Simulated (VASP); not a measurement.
Input of a VASP 6.6.1 run:

File INCAR:

```
PREC = Accurate
ENCUT = 500
EDIFF = 1E-6
ISMEAR = 0
SIGMA = 0.15
LREAL = F
LASPH = T
NELM = 120
ALGO = Normal
ISIF = 2
LWAVE = F
LCHARG = T
GGA = PE
LELF = T
LVHAR = T
NBANDS = 11
GGA_COMPAT = F
```

File KPOINTS:

```
Automatic mesh
0
Gamma
  8 8 8
```

File POSCAR:

```
Pd
1.0
    0.0000000000      2.0907675000      1.9449000000
    2.0907675000      0.0000000000      1.9449000000
    2.0907675000      2.0907675000      0.0000000000
Pd
1
Direct
    0.0000000000      0.0000000000      0.0000000000
```

Potentials or basis: VASP PAW PBE potentials, release 64 (Pd).

The run is started by

```console
$ cat potpaw_PBE.64/Pd/POTCAR > POTCAR
$ mpirun -np 1 vasp_std > vasp.out
```

Question: Estimate the pressure.

Answer: -12.6 GPa.

Question: What does it give for the band gap on the k mesh?

Answer: Zero (band 5 reaches 7.96 eV, above the bottom of band 6 at 6.57 eV).

Stress tensor (GPa, compression positive):
```
-13.11   0.00   0.00
  0.00 -13.11   0.00
  0.00   0.00 -11.51
```

Caveat: the cell differs from its parent crystal (strain +0.0750 x Voigt [1, 1, 0, 0, 0, 0]).
